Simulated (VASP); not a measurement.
# Rh (P2_1/m) in VASP: single point with PBE

Aim: the single point of Rh with PBE.

All numbers are computed with VASP 6.6.1; they aren't measurements. Logs are shortened: lines on timing, memory, paths and dates and some standing lists are left out, and cuts for length are marked.

## 1. The cell of the first run

It takes space group P2_1/m (No. 11, monoclinic). The conventional cell has a = 2.731 Å, b = 4.428 Å, c = 2.731 Å, α = 90.00°, β = 120.00°, γ = 90.00°. Within 3.4 Å of Rh (site symmetry m) lie 12 Rh at 2.55 to 2.92 Å.

## 2. Single point, PBE (one atom moved)

Contents of INCAR:

```
PREC = Accurate ; ENCUT = 520
EDIFF = 1E-6 ; ISMEAR = 0
SIGMA = 0.1 ; LREAL = F
LASPH = T ; NELM = 80
ALGO = Fast ; ISIF = 2
LWAVE = F ; LCHARG = F
GGA = PE ; NBANDS = 22
```

Contents of KPOINTS:

```
Automatic mesh
0
Gamma
  15 15 8
```

Contents of POSCAR:

```
Rh
1.0
    2.7309790422      0.0000000000      0.0000000000
   -1.3654895211      2.3650972278      0.0000000000
    0.0000000000      0.0000000000      4.4284890000
Rh
2
Direct
    0.8039800636      0.3333333300      0.7500000000
    0.3333333300      0.6666666700      0.2500000000
```

Potentials or basis: VASP PAW PBE potentials, release 64 (Rh_pv).

Started as:

```console
> cat potpaw_PBE.64/Rh_pv/POTCAR > POTCAR
> mpirun -np 1 vasp_std > vasp.out
```

OUTCAR:

```text
PREC = Accurate
   ENCUT = 520
   EDIFF = 1E-6
   ISMEAR = 0
   LREAL = F
   LASPH = T
   NELM = 80
   ISIF = 2
   GGA = PE

 ion  position               nearest neighbor table
   1  0.804  0.333  0.750-   2 2.55   2 2.55   2 2.74   2 2.74   2 2.92   2 2.92
   2  0.333  0.667  0.250-   1 2.55   1 2.55   1 2.74   1 2.74   1 2.92   1 2.92

  LATTYP: Found a hexagonal cell.
 ALAT       =     2.7309790422
 C/A-ratio  =     1.6215756077

  Lattice vectors:

 A1 = (   2.7309790422,   0.0000000000,   0.0000000000)
 A2 = (  -1.3654895211,   2.3650972278,   0.0000000000)
 A3 = (   0.0000000000,   0.0000000000,   4.4284890000)

Analysis of symmetry for initial positions (statically):
=====================================================================
 Subroutine PRICEL returns:
 Original cell was already a primitive cell.

 Routine SETGRP: Setting up the symmetry group for a
 hexagonal supercell.

 Subroutine GETGRP returns: Found  4 space group operations
 (whereof  1 operations were pure point group operations)
 out of a pool of 24 trial point group operations.

The static configuration has the point symmetry C_1 .
 The point group associated with its full space group is C_2h.

Analysis of symmetry for dynamics (positions and initial velocities):
=====================================================================
 Subroutine PRICEL returns:
 Original cell was already a primitive cell.

 Routine SETGRP: Setting up the symmetry group for a
 hexagonal supercell.

 Subroutine GETGRP returns: Found  4 space group operations
 (whereof  1 operations were pure point group operations)
 out of a pool of 24 trial point group operations.

The dynamic configuration has the point symmetry C_1 .
 The point group associated with its full space group is C_2h.

 Subroutine INISYM returns: Found  4 space group operations
 (whereof  1 operations are pure point group operations),
 and found     1 'primitive' translations

----------------------------------------------------------------------------------------

                                     Primitive cell

  volume of cell :      28.6037

  direct lattice vectors                    reciprocal lattice vectors
     2.730979042  0.000000000  0.000000000     0.366169049  0.211407799  0.000000000
    -1.365489521  2.365097228  0.000000000     0.000000000  0.422815599  0.000000000
     0.000000000  0.000000000  4.428489000     0.000000000  0.000000000  0.225810655

  length of vectors
     2.730979042  2.730979042  4.428489000     0.422815599  0.422815599  0.225810655

  position of ions in fractional coordinates (direct lattice)
     0.803980064  0.333333330  0.750000000
     0.333333330  0.666666670  0.250000000

  ion indices of the primitive-cell ions
   primitive index   ion index
                 1           1
                 2           2

----------------------------------------------------------------------------------------

 KPOINTS: Automatic mesh

Automatic generation of k-mesh.
 Grid dimensions read from file:
 generate k-points for:   15   15    8

 Generating k-lattice:

  Cartesian coordinates                     Fractional coordinates (reciprocal lattice)
     0.024411270  0.014093853  0.000000000     0.066666667  0.000000000  0.000000000
     0.000000000  0.028187707  0.000000000     0.000000000  0.066666667  0.000000000
     0.000000000  0.000000000  0.028226332     0.000000000  0.000000000  0.125000000

  Length of vectors
     0.028187707  0.028187707  0.028226332

  Shift w.r.t. Gamma in fractional coordinates (k-lattice)
     0.000000000  0.000000000  0.000000000

 Subroutine IBZKPT returns following result:
 ===========================================

 Found    565 irreducible k-points:

 Following reciprocal coordinates:
            Coordinates               Weight
  0.000000  0.000000  0.000000      1.000000
  0.066667 -0.000000  0.000000      2.000000
  0.000000  0.066667  0.000000      2.000000
 -0.066667  0.066667  0.000000      2.000000
  0.133333 -0.000000  0.000000      2.000000
  0.000000  0.133333  0.000000      2.000000
[... 16 lines left out ...]
  0.066667  0.066667  0.000000      2.000000
 -0.066667  0.133333  0.000000      2.000000
 [... further k-points ...]
   k-points           NKPTS =    565   k-points in BZ     NKDIM =    565   number of bands    NBANDS=     22
   number of dos      NEDOS =    301   number of ions     NIONS =      2
   total plane-waves  NPLWV =  14400
   dimension x,y,z NGX =    20 NGY =   20 NGZ =   36
   dimension x,y,z NGXF=    40 NGYF=   40 NGZF=   72
   ions per type =               2
   NGX,Y,Z   is equivalent  to a cutoff of  12.17, 12.17, 13.51 a.u.
   NGXF,Y,Z  is equivalent  to a cutoff of  24.35, 24.35, 27.03 a.u.
 SYSTEM =  unknown system
   PREC   = accura    normal or accurate (medium, high low for compatibility)
   ISTART =      0    job   : 0-new  1-cont  2-samecut
   ICHARG =      2    charge: 1-file 2-atom 10-const
   ISPIN  =      1    spin polarized calculation?
   LNONCOLLINEAR =      F non collinear calculations
   LSORBIT =      F    spin-orbit coupling
   LASPH  =      T    aspherical Exc in radial PAW
   ENCUT  =  520.0 eV  38.22 Ry    6.18 a.u.   5.08  5.08  8.23*2*pi/ulx,y,z
   NELM   =     80;   NELMIN=  2; NELMDL= -5     # of ELM steps
   EDIFF  = 0.1E-05   stopping-criterion for ELM
   LREAL  =      F    real-space projection
   EDIFFG = 0.1E-04   stopping-criterion for IOM
   NSW    =      0    number of steps for IOM
   IBRION =     -1    ionic relax: 0-MD 1-quasi-New 2-CG
   NFREE  =      0    steps in history (QN), initial steepest desc. (CG)
   ISIF   =      2    stress and relaxation
   ISYM   =      2    0-nonsym 1-usesym 2-fastsym
   POTIM  = 0.5000    time-step for ionic-motion
   TEBEG  =    0.0;   TEEND  =   0.0 temperature during run
   PSTRESS=    0.0 pullay stress
   NELECT =      30.0000    total number of electrons
   NUPDOWN=      -1.0000    fix difference up-down
   EMIN   =  10.00;   EMAX   =-10.00  energy-range for DOS
   EFERMI =   0.00;   METHOD = LEGACY
   ISMEAR =     0;   SIGMA  =   0.10  broadening in eV -4-tet -1-fermi 0-gaus
   EFERMI_NEDOS =   21; number of points for ismear=-14 and -15
   IALGO  =     68    algorithm
   IMIX   =      4    mixing-type and parameters
     AMIX     =   0.40;   BMIX     =  1.00
     AMIX_MAG =   1.60;   BMIX_MAG =  1.00
  volume/ion in A,a.u.               =      14.30        96.51
  Fermi-wavevector in a.u.,A,eV,Ry     =   1.663314  3.143208 37.642066  2.766614
  Thomas-Fermi vector in A             =   2.750053
   LORBIT       =      0    0 simple, 1 ext, 2 COOP (PROOUT), +10 PAW based schemes
   GGA     = PE    functional components
   LHFCALC =     F    Hartree Fock is set to
   AEXX    =    0.0000 exact exchange contribution
   IVDW    =     0    specifies the selected vdW correction
   LEPSILON=     F    determine dielectric tensor
   LRPA    =     F    only Hartree local field effects (RPA)
 non-spin polarized calculation
 RMM-DIIS sequential band-by-band and
 Gauss-broadening in eV      SIGMA  =   0.10
  energy-cutoff  :      520.00
  volume of cell :       28.60
 maximum number of plane-waves:       785
   NGX = 11   NGY = 11   NGZ = 17

 number of electron      30.0000003 magnetization

 Free energy of the ion-electron system (eV)
  ---------------------------------------------------
  ext. energy  EPLUGINS =         0.00000000
  ---------------------------------------------------
  free energy    TOTEN  =       -14.21371154 eV

  energy without entropy =      -14.19424243  energy(sigma->0) =      -14.20397698

 E-fermi :  11.2173     XC(G=0): -13.7647

 val. band max:       11.2166644558   @ k =   0.2000   0.2667  -0.2500
 cond. band min:      11.2174533146   @ k =  -0.4667   0.2667   0.3750
 fundamental gap:      0.0007888588
 Fermi energy:        11.2172785532

 k-point     1 :       0.0000    0.0000    0.0000
  band No.  band energies     occupation
      1     -35.8032      2.00000
      2     -35.2525      2.00000
      3     -35.1016      2.00000
      4     -35.0557      2.00000
      5     -35.0457      2.00000
      6     -35.0426      2.00000
[... 14 lines left out ...]
     21      28.9608      0.00000
     22      29.3411      0.00000

 k-point     2 :       0.0667   -0.0000    0.0000
  band No.  band energies     occupation
      1     -35.7931      2.00000
      2     -35.2695      2.00000
      3     -35.1197      2.00000
      4     -35.0611      2.00000
      5     -35.0607      2.00000
      6     -35.0443      2.00000
[... 14 lines left out ...]
     21      29.1769      0.00000
     22      29.5533      0.00000

 k-point     3 :       0.0000    0.0667    0.0000
  band No.  band energies     occupation
      1     -35.7943      2.00000
      2     -35.2669      2.00000
      3     -35.1242      2.00000
      4     -35.0594      2.00000
      5     -35.0574      2.00000
      6     -35.0460      2.00000
[... 14 lines left out ...]
     21      29.1038      0.00000
     22      29.5324      0.00000

 k-point     4 :      -0.0667    0.0667    0.0000
  band No.  band energies     occupation
      1     -35.7970      2.00000
      2     -35.2582      2.00000
      3     -35.1070      2.00000
      4     -35.0754      2.00000
      5     -35.0565      2.00000
      6     -35.0538      2.00000
[... 14 lines left out ...]
     21      28.8766      0.00000
     22      29.4493      0.00000

 k-point     5 :       0.1333   -0.0000    0.0000
  band No.  band energies     occupation
      1     -35.7634      2.00000
      2     -35.3186      2.00000
      3     -35.1759      2.00000
      4     -35.0943      2.00000
      5     -35.0757      2.00000
      6     -35.0530      2.00000
[... 417 lines left out ...]
 k-point    22 :      -0.4667    0.4667    0.0000
  band No.  band energies     occupation
      1     -35.6515      2.00000
      2     -35.5809      2.00000
      3     -35.4521      2.00000
      4     -35.3716      2.00000
      5     -35.2010      2.00000
      6     -35.0830      2.00000
[... 14 lines left out ...]
     21      24.6250      0.00000
     22      26.7885      0.00000

 k-point    23 :       0.0667    0.0667    0.0000
  band No.  band energies     occupation
      1     -35.7718      2.00000
      2     -35.3062      2.00000
      3     -35.1721      2.00000
      4     -35.0721      2.00000
      5     -35.0633      2.00000
      6     -35.0528      2.00000
[... 14 lines left out ...]
     21      29.7370      0.00000
     22      29.9757      0.00000

 k-point    24 :      -0.0667    0.1333    0.0000
  band No.  band energies     occupation
      1     -35.7834      2.00000
      2     -35.2768      2.00000
      3     -35.1459      2.00000
      4     -35.1035      2.00000
      5     -35.0672      2.00000
      6     -35.0599      2.00000
[... 14 lines left out ...]
     21      28.6873      0.00000
     22      29.7164      0.00000

 [... further k-points ...]

------------------------ aborting loop because EDIFF is reached ----------------------------------------

  FORCE on cell =-STRESS in cart. coord.  units (eV):
  Direction    XX          YY          ZZ          XY          YZ          ZX
  --------------------------------------------------------------------------------------
  -------------------------------------------------------------------------------------
  Total       -0.1351748     -0.6905313      1.0125820      0.4806938      0.0000000      0.0000000
  in kB       -7.5715240    -38.6786231     56.7176016     26.9250254      0.0000000      0.0000000
  external PRESSURE =       3.4891515 kB  Pullay stress =       0.0000000 kB

 VOLUME and BASIS-vectors are now :
 -----------------------------------------------------------------------------
  energy-cutoff  :      520.00
  volume of cell :       28.60
      direct lattice vectors                 reciprocal lattice vectors
     2.730979042  0.000000000  0.000000000     0.366169049  0.211407799  0.000000000
    -1.365489521  2.365097228  0.000000000     0.000000000  0.422815599  0.000000000
     0.000000000  0.000000000  4.428489000     0.000000000  0.000000000  0.225810655

 POSITION                                       TOTAL-FORCE (eV/Angst)
 -----------------------------------------------------------------------------------
      1.74049      0.78837      3.32137        -1.063175     -0.241421      0.000000
     -0.00000      1.57673      1.10712         1.063175      0.241421      0.000000
 -----------------------------------------------------------------------------------
    total drift:                               -0.000003     -0.000004      0.000000

  FREE ENERGIE OF THE ION-ELECTRON SYSTEM (eV)
  ---------------------------------------------------
  free  energy   TOTEN  =       -14.2137115413 eV

  energy  without entropy=      -14.1942424268  energy(sigma->0) =      -14.20397698
```

Run time: 4.2 min. Hardware: 1 thread of Intel Xeon 8259CL, shared host; peak memory 0.36 GiB.

What came out:

```yaml
Free_energy: -14.2137 eV
Pressure: 0.3 GPa
Largest_force: 1.090 eV/Å
Band_gap_on_the_k_mesh: zero (bands 15 and 16 overlap by 2.28 eV)
```

Forces on the atoms (eV/Å):
```
Rh  -1.063 -0.241  0.000
Rh   1.063  0.241  0.000
```

Levels at points of the mesh, in eV from the Fermi level:
```csv
k point,band 11,band 12,band 13,band 14,band 15,band 16,band 17,band 18,band 19,band 20
"(0.00, 0.00, 0.00)",-2.47,-2.35,-2.33,-1.93,-0.73,-0.68,0.79,0.84,8.39,15.83
"(0.00, 0.00, 0.50)",-2.89,-2.89,-2.59,-2.59,-0.61,-0.61,-0.23,-0.23,14.77,14.77
```

Caveat: the cell differs from its parent crystal (one atom moved); forces of over 1 eV/Å act on the atoms, so gaps and moduli don't describe the material at rest.
